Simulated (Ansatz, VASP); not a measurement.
## Two plane-wave programs on ScAl2N3

```
Sc Al N
1.0
     4.93806   -2.83976    0.00000
     4.93806    2.83976    0.00000
     0.00000    0.00000    5.02297
Sc Al N
2 4 6
Direct
  0.67771 0.32229 0.52138
  0.32229 0.67771 0.02138
  0.00670 0.33572 0.00509
  0.99330 0.66428 0.50509
  0.66428 0.99330 0.00509
  0.33572 0.00670 0.50509
  0.02938 0.33250 0.62664
  0.97062 0.66750 0.12664
  0.69093 0.30907 0.09016
  0.30907 0.69093 0.59016
  0.66750 0.97062 0.62664
  0.33250 0.02938 0.12664
```

Alike in both runs: functional PBE; k mesh 6 × 6 × 6; occupations gaussian, width 0.02 eV; no spin polarisation.

Ansatz relaxed the structure, and its values are those at the end. VASP's run is a single point on that final structure, the one shown.

```csv
,VASP,Ansatz
version,VASP 6.6.1,Ansatz 0.2.0
potentials or method,"VASP PAW PBE potentials, release 64 (Sc_sv, Al, N), cutoff 520 eV","scalar-relativistic, plane waves, PAW"
valence electrons in the cell,64,64
```

```tsv
	VASP	Ansatz	Ansatz less VASP
gap on the k mesh at the Fermi level (eV)	2.98	2.99	+0.010
least direct gap on the mesh (eV)	3.02	3.03	+0.010
pressure (GPa)	0.1	0.0	-0.12
rms of the force components (eV/Å)	0.026	0.004	-0.0220
```
